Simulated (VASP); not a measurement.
A run of VASP 6.6.1 is set up as follows.

File POSCAR:

```
IrRu
1.0
    2.7249110840      0.0000000000      0.0000000000
   -1.3624555420      2.3598422218      0.0000000000
    0.0000000000      0.0000000000      4.3306976446
Ru Ir
1 1
Direct
    0.6666666667      0.3333333333      0.0000000000
    0.0000000000      0.0000000000      0.5000000000
```

Contents of INCAR.step1:

```
  PREC = Accurate
  ENCUT = 520
  ISMEAR = 0
  SIGMA = 0.1
  LREAL = False
  LASPH = True
  NELM = 100
  NBANDS = 18
  GGA = PE
  ALGO = Normal
  EDIFF = 1E-4
  LWAVE = True
  LCHARG = False
```

Contents of INCAR.step2:

```
  PREC = Accurate
  ENCUT = 520
  EDIFF = 1E-6
  ISMEAR = 0
  SIGMA = 0.1
  LREAL = False
  LASPH = True
  NELM = 100
  ALGO = Normal
  ISIF = 2
  LWAVE = False
  LCHARG = False
  METAGGA = R2SCAN
  LMIXTAU = True
  NBANDS = 18
  ISTART = 1
```

KPOINTS

```
Automatic mesh
0
Gamma
  27 27 14
```

Potentials or basis: VASP PAW PBE potentials, release 64 (Ru_pv, Ir).

Launch:

```bash
$ cat potpaw_PBE.64/Ru_pv/POTCAR potpaw_PBE.64/Ir/POTCAR > POTCAR
$ cp INCAR.step1 INCAR
$ mpirun -np 1 vasp_std > vasp.out
$ cp INCAR.step2 INCAR
$ mpirun -np 1 vasp_std > vasp.out
```

Q: Predict the pressure.

A: 0.1 GPa.

Stress tensor (GPa, compression positive):
```
0.00 0.00 0.00
0.00 0.00 0.00
0.00 0.00 0.23
```

Caveat: the PAW data sets were made with another functional, which shifts forces and pressure a little.
